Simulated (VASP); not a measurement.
# MgO (Periclase) (Fm-3m) in VASP: a series of runs

MgO (Periclase) is run at these levels: PBE; tasks: single point.

All numbers are computed with VASP 6.6.1; they aren't measurements. Logs are shortened: lines on timing, memory, paths and dates and some standing lists are left out, and cuts for length are marked.

## 1. The cell of the first run

The structure is cubic, space group Fm-3m (No. 225). Conventional cell: a = 4.122 Å, b = 4.122 Å, c = 4.122 Å, α = 90.00°, β = 90.00°, γ = 90.00°. Within 2.7 Å of Mg (site symmetry m-3m) lie 6 O at 2.06 Å. Within 2.7 Å of O (site symmetry m-3m) lie 6 Mg at 2.06 Å.

## 2. Single point, PBE (volume scaled by 0.91)

File INCAR:

```
SYSTEM = MgO
ALGO = Normal
EDIFF = 1E-6
ENCUT = 520
GGA = PE
ISIF = 2
ISMEAR = 0
LASPH = .TRUE.
LCHARG = .FALSE.
LREAL = .FALSE.
LWAVE = .FALSE.
NBANDS = 11
NELM = 100
PREC = Accurate
SIGMA = 0.02
```

File KPOINTS:

```
k-points
0
G
  10 10 10
  0 0 0
```

File POSCAR:

```
MgO
1.0
    0.0000000000      2.0610306685      2.0610306685
    2.0610306685      0.0000000000      2.0610306685
    2.0610306685      2.0610306685      0.0000000000
Mg O
1 1
Direct
    0.0000000000      0.0000000000      0.0000000000
    0.5000000000      0.5000000000      0.5000000000
```

Potentials or basis: VASP PAW PBE potentials, release 64 (Mg, O).

Launch:

```
$ cat potpaw_PBE.64/Mg/POTCAR potpaw_PBE.64/O/POTCAR > POTCAR
$ mpirun -np 1 vasp_std > vasp.out
```

OUTCAR:

```text
SYSTEM = MgO
   EDIFF = 1E-6
   ENCUT = 520
   GGA = PE
   ISIF = 2
   ISMEAR = 0
   LASPH = .TRUE.
   LREAL = .FALSE.
   NELM = 100
   PREC = Accurate

 ion  position               nearest neighbor table
   1  0.000  0.000  0.000-   2 2.06   2 2.06   2 2.06   2 2.06   2 2.06   2 2.06
   2  0.500  0.500  0.500-   1 2.06   1 2.06   1 2.06   1 2.06   1 2.06   1 2.06

  LATTYP: Found a face centered cubic cell.
 ALAT       =     4.1220613370

  Lattice vectors:

 A1 = (   0.0000000000,   2.0610306685,   2.0610306685)
 A2 = (   2.0610306685,   0.0000000000,   2.0610306685)
 A3 = (   2.0610306685,   2.0610306685,   0.0000000000)

Analysis of symmetry for initial positions (statically):
=====================================================================
 Subroutine PRICEL returns:
 Original cell was already a primitive cell.

 Routine SETGRP: Setting up the symmetry group for a
 face centered cubic supercell.

 Subroutine GETGRP returns: Found 48 space group operations
 (whereof 48 operations were pure point group operations)
 out of a pool of 48 trial point group operations.

The static configuration has the point symmetry O_h .

Analysis of symmetry for dynamics (positions and initial velocities):
=====================================================================
 Subroutine PRICEL returns:
 Original cell was already a primitive cell.

 Routine SETGRP: Setting up the symmetry group for a
 face centered cubic supercell.

 Subroutine GETGRP returns: Found 48 space group operations
 (whereof 48 operations were pure point group operations)
 out of a pool of 48 trial point group operations.

The dynamic configuration has the point symmetry O_h .

 Subroutine INISYM returns: Found 48 space group operations
 (whereof 48 operations are pure point group operations),
 and found     1 'primitive' translations

----------------------------------------------------------------------------------------

                                     Primitive cell

  volume of cell :      17.5099

  direct lattice vectors                    reciprocal lattice vectors
     0.000000000  2.061030668  2.061030668    -0.242597069  0.242597069  0.242597069
     2.061030668  0.000000000  2.061030668     0.242597069 -0.242597069  0.242597069
     2.061030668  2.061030668  0.000000000     0.242597069  0.242597069 -0.242597069

  length of vectors
     2.914737524  2.914737524  2.914737524     0.420190450  0.420190450  0.420190450

  position of ions in fractional coordinates (direct lattice)
     0.000000000  0.000000000  0.000000000
     0.500000000  0.500000000  0.500000000

[... 81 lines left out ...]
   NFREE  =      0    steps in history (QN), initial steepest desc. (CG)
   ISIF   =      2    stress and relaxation
   ISYM   =      2    0-nonsym 1-usesym 2-fastsym
   POTIM  = 0.5000    time-step for ionic-motion
   TEBEG  =    0.0;   TEEND  =   0.0 temperature during run
   PSTRESS=    0.0 pullay stress
   NELECT =       8.0000    total number of electrons
   NUPDOWN=      -1.0000    fix difference up-down
   EMIN   =  10.00;   EMAX   =-10.00  energy-range for DOS
   EFERMI =   0.00;   METHOD = LEGACY
   ISMEAR =     0;   SIGMA  =   0.02  broadening in eV -4-tet -1-fermi 0-gaus
   EFERMI_NEDOS =   21; number of points for ismear=-14 and -15
   IALGO  =     38    algorithm
   IMIX   =      4    mixing-type and parameters
     AMIX     =   0.40;   BMIX     =  1.00
     AMIX_MAG =   1.60;   BMIX_MAG =  1.00
  volume/ion in A,a.u.               =       8.75        59.08
  Fermi-wavevector in a.u.,A,eV,Ry     =   1.260890  2.382736 21.631119  1.589842
  Thomas-Fermi vector in A             =   2.394376
   LORBIT       =      0    0 simple, 1 ext, 2 COOP (PROOUT), +10 PAW based schemes
   GGA     = PE    functional components
   LHFCALC =     F    Hartree Fock is set to
   AEXX    =    0.0000 exact exchange contribution
   IVDW    =     0    specifies the selected vdW correction
   LEPSILON=     F    determine dielectric tensor
   LRPA    =     F    only Hartree local field effects (RPA)
 non-spin polarized calculation
 Gauss-broadening in eV      SIGMA  =   0.02
  energy-cutoff  :      520.00
  volume of cell :       17.51
 maximum number of plane-waves:       495
 NGX is ok and might be reduce to    24
   NGX = 11   NGY = 11   NGZ = 11

 number of electron       7.9999997 magnetization

 Free energy of the ion-electron system (eV)
  ---------------------------------------------------
  ext. energy  EPLUGINS =         0.00000000
  ---------------------------------------------------
  free energy    TOTEN  =       -11.83191167 eV

  energy without entropy =      -11.83191167  energy(sigma->0) =      -11.83191167

 E-fermi :   3.8436     XC(G=0): -11.3898

 val. band max:        3.6911834615   @ k =   0.0000   0.0000   0.0000
 cond. band min:       9.0750416026   @ k =   0.0000   0.0000   0.0000
 fundamental gap:      5.3838581411
 Fermi energy:         3.8436392955

 k-point     1 :       0.0000    0.0000    0.0000
  band No.  band energies     occupation
      1     -13.9172      2.00000
      2       3.6912      2.00000
      3       3.6912      2.00000
      4       3.6912      2.00000
      5       9.0750      0.00000
      6      19.8563      0.00000
      7      19.8563      0.00000
      8      19.8563      0.00000
      9      23.9478      0.00000
     10      25.8006      0.00000
     11      25.8006      0.00000
[... 309 lines left out ...]
 k-point    24 :       0.4000    0.3000    0.0000
  band No.  band energies     occupation
      1     -12.5264      2.00000
      2      -0.1005      2.00000
      3       2.2920      2.00000
      4       2.5276      2.00000
      5      13.7713      0.00000
      6      14.2281      0.00000
      7      18.0018      0.00000
      8      22.7400      0.00000
      9      22.9592      0.00000
     10      29.3881      0.00000
     11      32.0059      0.00000

 [... further k-points ...]
[... 5 lines left out ...]
  --------------------------------------------------------------------------------------
  -------------------------------------------------------------------------------------
  Total        1.7919212      1.7919212      1.7919212      0.0000000      0.0000000     -0.0000000
  in kB      163.9631006    163.9631006    163.9631006      0.0000000      0.0000000     -0.0000000
  external PRESSURE =     163.9631006 kB  Pullay stress =       0.0000000 kB

 VOLUME and BASIS-vectors are now :
 -----------------------------------------------------------------------------
  energy-cutoff  :      520.00
  volume of cell :       17.51
      direct lattice vectors                 reciprocal lattice vectors
     0.000000000  2.061030668  2.061030668    -0.242597069  0.242597069  0.242597069
     2.061030668  0.000000000  2.061030668     0.242597069 -0.242597069  0.242597069
     2.061030668  2.061030668  0.000000000     0.242597069  0.242597069 -0.242597069

 POSITION                                       TOTAL-FORCE (eV/Angst)
 -----------------------------------------------------------------------------------
      0.00000      0.00000      0.00000         0.000000      0.000000      0.000000
      2.06103      2.06103      2.06103        -0.000000     -0.000000     -0.000000
 -----------------------------------------------------------------------------------
    total drift:                               -0.000000     -0.000000      0.000000

  FREE ENERGIE OF THE ION-ELECTRON SYSTEM (eV)
  ---------------------------------------------------
  free  energy   TOTEN  =       -11.8319116675 eV

  energy  without entropy=      -11.8319116675  energy(sigma->0) =      -11.83191167
```

OSZICAR:

```text
N       E                     dE             d eps       ncg     rms          rms(c)
DAV:   1     0.155849486642E+02    0.15585E+02   -0.47070E+03  1186   0.650E+02
DAV:   2    -0.128169394863E+02   -0.28402E+02   -0.27436E+02  1194   0.139E+02
DAV:   3    -0.134108374085E+02   -0.59390E+00   -0.59332E+00  1226   0.172E+01
DAV:   4    -0.134120621093E+02   -0.12247E-02   -0.12247E-02  1142   0.927E-01
DAV:   5    -0.134120657419E+02   -0.36327E-05   -0.36327E-05  1187   0.491E-02    0.730E+00
DAV:   6    -0.118456285049E+02    0.15664E+01   -0.83375E+00  1073   0.163E+01    0.212E+00
DAV:   7    -0.118368349055E+02    0.87936E-02   -0.57360E-02  1148   0.206E+00    0.133E+00
DAV:   8    -0.118322428716E+02    0.45920E-02   -0.23748E-02  1091   0.175E+00    0.217E-01
DAV:   9    -0.118319018171E+02    0.34105E-03   -0.59675E-04  1181   0.166E-01    0.118E-01
DAV:  10    -0.118319107397E+02   -0.89225E-05   -0.48497E-04  1151   0.159E-01    0.126E-02
DAV:  11    -0.118319118432E+02   -0.11035E-05   -0.41127E-06  1187   0.166E-02    0.437E-03
DAV:  12    -0.118319116675E+02    0.17564E-06   -0.47013E-07   622   0.541E-03
   1 F= -.11831912E+02 E0= -.11831912E+02  d E =-.196767E-29
```

Run time: 13 s. Hardware: 1 thread of AMD EPYC 7R13, shared host; peak memory 0.11 GiB.

What came out:

| Property | Result |
| --- | --- |
| Free energy | -11.8319 eV |
| Pressure | 16.4 GPa |
| Band gap on the k mesh | 5.38 eV, direct |

Levels at points of the mesh, in eV from the valence-band top:
| k point | band 1 | band 2 | band 3 | band 4 | band 5 | band 6 | band 7 | band 8 |
| --- | --- | --- | --- | --- | --- | --- | --- | --- |
| (0.00, 0.00, 0.00) | -17.61 | 0.00 | 0.00 | 0.00 | 5.38 | 16.17 | 16.17 | 16.17 |
| (0.50, 0.00, 0.00) | -16.15 | -4.91 | -0.73 | -0.73 | 8.32 | 13.36 | 16.99 | 16.99 |
| (0.50, 0.50, 0.00) | -15.87 | -4.36 | -1.44 | -1.44 | 9.19 | 10.70 | 13.81 | 19.99 |

## 3. Single point, PBE (volume scaled by 0.88)

File INCAR:

```
ALGO = Normal
EDIFF = 1E-7
ENCUT = 520
GGA = PE
ISIF = 2
ISMEAR = 0
LASPH = T
LCHARG = T
LELF = T
LREAL = F
LVHAR = T
LWAVE = F
NBANDS = 11
NELM = 80
PREC = Accurate
SIGMA = 0.02
```

File KPOINTS:

```
k-points
0
Gamma
  10 10 10
```

File POSCAR:

```
MgO
1.0
    0.0000000000      2.0381284322      2.0381284322
    2.0381284322      0.0000000000      2.0381284322
    2.0381284322      2.0381284322      0.0000000000
Mg O
1 1
Direct
    0.0000000000      0.0000000000      0.0000000000
    0.5000000000      0.5000000000      0.5000000000
```

Potentials or basis: VASP PAW PBE potentials, release 64 (Mg, O).

Launch:

```
$ cat potpaw_PBE.64/Mg/POTCAR potpaw_PBE.64/O/POTCAR > POTCAR
$ mpirun -np 1 vasp_std > vasp.out
```

OUTCAR:

```text
EDIFF = 1E-7
   ENCUT = 520
   GGA = PE
   ISIF = 2
   ISMEAR = 0
   LASPH = T
   LREAL = F
   NELM = 80
   PREC = Accurate

 ion  position               nearest neighbor table
   1  0.000  0.000  0.000-   2 2.04   2 2.04   2 2.04   2 2.04   2 2.04   2 2.04
   2  0.500  0.500  0.500-   1 2.04   1 2.04   1 2.04   1 2.04   1 2.04   1 2.04

  LATTYP: Found a face centered cubic cell.
 ALAT       =     4.0762568644

  Lattice vectors:

 A1 = (   0.0000000000,   2.0381284322,   2.0381284322)
 A2 = (   2.0381284322,   0.0000000000,   2.0381284322)
 A3 = (   2.0381284322,   2.0381284322,   0.0000000000)

Analysis of symmetry for initial positions (statically):
=====================================================================
 Subroutine PRICEL returns:
 Original cell was already a primitive cell.

 Routine SETGRP: Setting up the symmetry group for a
 face centered cubic supercell.

 Subroutine GETGRP returns: Found 48 space group operations
 (whereof 48 operations were pure point group operations)
 out of a pool of 48 trial point group operations.

The static configuration has the point symmetry O_h .

Analysis of symmetry for dynamics (positions and initial velocities):
=====================================================================
 Subroutine PRICEL returns:
 Original cell was already a primitive cell.

 Routine SETGRP: Setting up the symmetry group for a
 face centered cubic supercell.

 Subroutine GETGRP returns: Found 48 space group operations
 (whereof 48 operations were pure point group operations)
 out of a pool of 48 trial point group operations.

The dynamic configuration has the point symmetry O_h .

 Subroutine INISYM returns: Found 48 space group operations
 (whereof 48 operations are pure point group operations),
 and found     1 'primitive' translations

----------------------------------------------------------------------------------------

                                     Primitive cell

[... 112 lines left out ...]
  Fermi-wavevector in a.u.,A,eV,Ry     =   1.275058  2.409510 22.119984  1.625773
  Thomas-Fermi vector in A             =   2.407791
   LORBIT       =      0    0 simple, 1 ext, 2 COOP (PROOUT), +10 PAW based schemes
   GGA     = PE    functional components
   LHFCALC =     F    Hartree Fock is set to
   AEXX    =    0.0000 exact exchange contribution
   IVDW    =     0    specifies the selected vdW correction
   LEPSILON=     F    determine dielectric tensor
   LRPA    =     F    only Hartree local field effects (RPA)
 non-spin polarized calculation
 Gauss-broadening in eV      SIGMA  =   0.02
  energy-cutoff  :      520.00
  volume of cell :       16.93
 maximum number of plane-waves:       469
 NGX is ok and might be reduce to    24
   NGX = 11   NGY = 11   NGZ = 11

 number of electron       7.9999997 magnetization

 Free energy of the ion-electron system (eV)
  ---------------------------------------------------
  ext. energy  EPLUGINS =         0.00000000
  ---------------------------------------------------
  free energy    TOTEN  =       -11.75841442 eV

  energy without entropy =      -11.75841442  energy(sigma->0) =      -11.75841442

 E-fermi :   4.1079     XC(G=0): -11.5542

 val. band max:        3.9661994244   @ k =   0.0000   0.0000   0.0000
 cond. band min:       9.7111114296   @ k =   0.0000   0.0000   0.0000
 fundamental gap:      5.7449120053
 Fermi energy:         4.1078772880

 k-point     1 :       0.0000    0.0000    0.0000
  band No.  band energies     occupation
      1     -13.8323      2.00000
      2       3.9662      2.00000
      3       3.9662      2.00000
      4       3.9662      2.00000
      5       9.7111      0.00000
      6      20.3187      0.00000
      7      20.3187      0.00000
      8      20.3187      0.00000
      9      24.5038      0.00000
     10      26.3980      0.00000
     11      26.3980      0.00000
[... 309 lines left out ...]
 k-point    24 :       0.4000    0.3000    0.0000
  band No.  band energies     occupation
      1     -12.3574      2.00000
      2       0.0582      2.00000
      3       2.5149      2.00000
      4       2.7597      2.00000
      5      14.1835      0.00000
      6      14.8236      0.00000
      7      18.6557      0.00000
      8      23.4759      0.00000
      9      23.7029      0.00000
     10      30.0885      0.00000
     11      32.9964      0.00000

 [... further k-points ...]
[... 5 lines left out ...]
  --------------------------------------------------------------------------------------
  -------------------------------------------------------------------------------------
  Total        2.5548893      2.5548893      2.5548893      0.0000000     -0.0000000      0.0000000
  in kB      241.7452955    241.7452955    241.7452955      0.0000000     -0.0000000      0.0000000
  external PRESSURE =     241.7452955 kB  Pullay stress =       0.0000000 kB

 VOLUME and BASIS-vectors are now :
 -----------------------------------------------------------------------------
  energy-cutoff  :      520.00
  volume of cell :       16.93
      direct lattice vectors                 reciprocal lattice vectors
     0.000000000  2.038128432  2.038128432    -0.245323107  0.245323107  0.245323107
     2.038128432  0.000000000  2.038128432     0.245323107 -0.245323107  0.245323107
     2.038128432  2.038128432  0.000000000     0.245323107  0.245323107 -0.245323107

 POSITION                                       TOTAL-FORCE (eV/Angst)
 -----------------------------------------------------------------------------------
      0.00000      0.00000      0.00000        -0.000000     -0.000000      0.000000
      2.03813      2.03813      2.03813         0.000000      0.000000      0.000000
 -----------------------------------------------------------------------------------
    total drift:                               -0.000000     -0.000000      0.000000

  FREE ENERGIE OF THE ION-ELECTRON SYSTEM (eV)
  ---------------------------------------------------
  free  energy   TOTEN  =       -11.7584144187 eV

  energy  without entropy=      -11.7584144187  energy(sigma->0) =      -11.75841442
```

OSZICAR:

```text
N       E                     dE             d eps       ncg     rms          rms(c)
DAV:   1     0.134730796118E+02    0.13473E+02   -0.46909E+03  1194   0.655E+02
DAV:   2    -0.128505494238E+02   -0.26324E+02   -0.25894E+02  1222   0.138E+02
DAV:   3    -0.133541976674E+02   -0.50365E+00   -0.50338E+00  1240   0.165E+01
DAV:   4    -0.133553626005E+02   -0.11649E-02   -0.11649E-02  1142   0.875E-01
DAV:   5    -0.133553661861E+02   -0.35856E-05   -0.35856E-05  1208   0.463E-02    0.735E+00
DAV:   6    -0.117721854622E+02    0.15832E+01   -0.81699E+00  1073   0.164E+01    0.208E+00
DAV:   7    -0.117632125909E+02    0.89729E-02   -0.58538E-02  1151   0.205E+00    0.133E+00
DAV:   8    -0.117586912078E+02    0.45214E-02   -0.21677E-02  1094   0.168E+00    0.202E-01
DAV:   9    -0.117583939111E+02    0.29730E-03   -0.55086E-04  1187   0.157E-01    0.109E-01
DAV:  10    -0.117584141286E+02   -0.20218E-04   -0.44089E-04  1136   0.152E-01    0.138E-02
DAV:  11    -0.117584145388E+02   -0.41021E-06   -0.55458E-06  1187   0.183E-02    0.363E-03
DAV:  12    -0.117584143917E+02    0.14713E-06   -0.36235E-07  1148   0.481E-03    0.489E-04
DAV:  13    -0.117584144187E+02   -0.27052E-07   -0.23036E-08   628   0.813E-04
   1 F= -.11758414E+02 E0= -.11758414E+02  d E =-.544417E-26
```

stdout:

```text
POSCAR found type information on POSCAR MgO
 POSCAR found :  2 types and       2 ions
 scaLAPACK will be used
 LDA part: xc-table for (Slater+PW92), standard interpolation
 POSCAR, INCAR and KPOINTS ok, starting setup
 FFT: planning ... GRIDC
 FFT: planning ... GRID_SOFT
 FFT: planning ... GRID
 WAVECAR not read
 entering main loop
```

Wall time 17 s (1 thread of AMD EPYC 7R13, shared host); peak memory 0.11 GiB.

What came out:

* Free energy: -11.7584 eV
* Pressure: 24.2 GPa
* Band gap on the k mesh: 5.74 eV, direct

Levels at points of the mesh, in eV from the valence-band top:
```tsv
k point	band 1	band 2	band 3	band 4	band 5	band 6	band 7	band 8	band 9
(0.00, 0.00, 0.00)	-17.80	0.00	0.00	0.00	5.74	16.35	16.35	16.35	20.54
(0.50, 0.00, 0.00)	-16.25	-5.07	-0.77	-0.77	8.54	13.75	17.35	17.35	22.44
(0.50, 0.50, 0.00)	-15.96	-4.50	-1.49	-1.49	9.22	11.09	14.18	20.53	20.53
```
